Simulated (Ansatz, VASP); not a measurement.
Sb: VASP beside Ansatz

INCAR

```
PREC = Accurate ; ENCUT = 520
EDIFF = 1E-6 ; ISMEAR = 0
SIGMA = 0.15 ; LREAL = F
LASPH = T ; NELM = 60
ALGO = Normal ; ISIF = 2
LWAVE = F ; LCHARG = F
GGA = PE ; IVDW = 12
NBANDS = 12
```

Contents of KPOINTS:

```
regular mesh
0
Gamma
  18 18 10
```

POSCAR

```
Sb
1.0
    3.3184651768      0.0000000000      0.0000000000
   -1.6592325884      2.8738751447      0.0000000000
    0.0000000000      0.0000000000      5.1701000000
Sb
2
Direct
    0.3333333333      0.6666666667      0.2500000000
    0.6666666667      0.3333333333      0.7500000000
```

Input for Ansatz:

```yaml
crystal:
  lattice:
    - [3.3184651768, 0.0, 0.0]
    - [-1.6592325884, 2.8738751447, 0.0]
    - [0.0, 0.0, 5.1701]
  atoms:
    - { symbol: Sb, position: [0.3333333333, 0.6666666667, 0.25] }
    - { symbol: Sb, position: [0.6666666667, 0.3333333333, 0.75] }
basis:
  ecutwfc: 420
kpoints:
  mp_grid: { grid: [18, 18, 10] }
hamiltonian:
  xc: pbe
  dispersion: d3bj
scf:
  occupations: { method: gaussian, width: 0.15 }
output:
  forces: true
  stress: true
  eigenvalues: true
```

Change from the starting cell: strain -0.015 along x and y, -0.030 along z, atoms carried along.

Alike in both runs: task single point; functional PBE; dispersion D3(BJ); k mesh 18 × 18 × 10; occupations gaussian, width 0.15 eV; no spin polarisation.

```csv
,VASP,Ansatz
version,VASP 6.6.1,Ansatz 0.2.0
potentials or method,"VASP PAW PBE potentials, release 64 (Sb), cutoff 520 eV","scalar-relativistic, plane waves, PAW"
valence electrons in the cell,10,30
```

```tsv
	VASP	Ansatz	Ansatz less VASP
gap on the k mesh at the Fermi level (eV)	none	none	-
pressure (GPa)	4.3	4.4	+0.13
traceless stress, the component that is largest in VASP (GPa)	0.86	0.87	+0.012
```

A gap of «none» marks a metal or a gap that the smearing closes. VASP's potentials hold 10 valence electrons a cell and Ansatz's 30, so a difference there can come from the potentials and not from the codes.

Spin-orbit coupling is off throughout.
